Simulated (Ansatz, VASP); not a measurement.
# PbS: VASP beside Ansatz

```
Pb S
1.0
     0.00000    3.00948    2.96500
     3.00948    0.00000    2.96500
     3.00948    3.00948    0.00000
Pb S
1 1
Direct
  0.00000 0.00000 0.00000
  0.50000 0.50000 0.50000
```

Change from the starting cell: strain +0.015 along x and y, +0.000 along z, atoms carried along.

Alike in both runs: task single point; functional r2SCAN; k mesh 8 × 8 × 8; occupations gaussian, width 0.05 eV; no spin polarisation.

```csv
,VASP,Ansatz
version,VASP 6.6.1,Ansatz 0.2.0
potentials or method,"VASP PAW PBE potentials, release 64 (Pb_d, S), cutoff 520 eV","scalar-relativistic, plane waves, PAW"
valence electrons in the cell,20,20
```

Ansatz gave:

- gap on the k mesh at the Fermi level (eV): 0.71
- least direct gap on the mesh (eV): 0.71
- pressure (GPa): -0.4
- traceless stress, the component that is largest in VASP (GPa): 1.19

Task: Which values does VASP return?

Result: gap on the k mesh at the Fermi level (eV): 0.72; least direct gap on the mesh (eV): 0.72; pressure (GPa): -0.4; traceless stress, the component that is largest in VASP (GPa): 1.19.

VASP's potentials were made for PBE, not for r2SCAN.

Neither program's run includes spin-orbit coupling.
